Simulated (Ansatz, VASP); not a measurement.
Hg in VASP and in Ansatz

Contents of INCAR:

```
PREC = Accurate
ENCUT = 520
EDIFF = 1E-6
ISMEAR = -1
SIGMA = 0.03
LREAL = False
LASPH = True
NELM = 80
ALGO = Normal
ISIF = 2
LWAVE = False
LCHARG = False
NBANDS = 12
```

File KPOINTS:

```
regular mesh
0
Gamma
  12 12 12
```

The input POSCAR:

```
Hg
1.0
    1.6954004462      0.9788399040      2.2340000000
   -1.6954004462      0.9788399040      2.2340000000
    0.0000000000     -1.9576798080      2.2340000000
Hg
1
Direct
    0.0000000000      0.0000000000      0.0000000000
```

Input for Ansatz:

```yaml
crystal:
  lattice:
    - [1.6954004462, 0.978839904, 2.234]
    - [-1.6954004462, 0.978839904, 2.234]
    - [0.0, -1.957679808, 2.234]
  atoms:
    - { symbol: Hg, position: [0.0, 0.0, 0.0] }
kpoints:
  mp_grid: { grid: [12, 12, 12] }
  band_path:
    path:
      - [0.0, 0.0, 0.0]
      - [0.5, 0.5, 0.5]
      - [0.70534637, 0.29465363, 0.5]
      - [0.5, -0.29465363, 0.29465363]
      - [0.5, 0.0, 0.0]
      - [0.0, 0.0, 0.0]
      - [0.397326815, -0.397326815, 0.0]
      - [0.602673185, 0.0, 0.397326815]
      - [0.5, 0.0, 0.5]
    npoints: 5
scf:
  occupations: { method: fermi_dirac, width: 0.03 }
hamiltonian:
  xc: lda
  pseudopotentials: { kind: all_electron, lapw: { basis_error: 0.0005 } }
output:
  forces: true
  stress: true
  eigenvalues: true
```

Change from the starting cell: equal xx and yy strain of -2 %.

Alike in both runs: task single point; functional LDA; k mesh 12 × 12 × 12; occupations fermi-dirac, width 0.03 eV; no spin polarisation.

|  | VASP | Ansatz |
| --- | --- | --- |
| version | VASP 6.6.1 | Ansatz 0.2.0 |
| potentials or method | VASP PAW LDA potentials, release 64 (Hg), cutoff 520 eV | all-electron LAPW, scalar-relativistic |

|  | VASP | Ansatz | Ansatz less VASP |
| --- | --- | --- | --- |
| pressure (GPa) | 0.7 | 0.0 | -0.76 |
| traceless stress, the component that is largest in VASP (GPa) | -0.19 | -0.52 | -0.324 |

LDA's correlation is that of Perdew and Zunger in VASP and of Perdew and Wang (1992) in Ansatz. Ansatz ran all-electron here, and VASP with PAW potentials.

Neither program's run includes spin-orbit coupling.
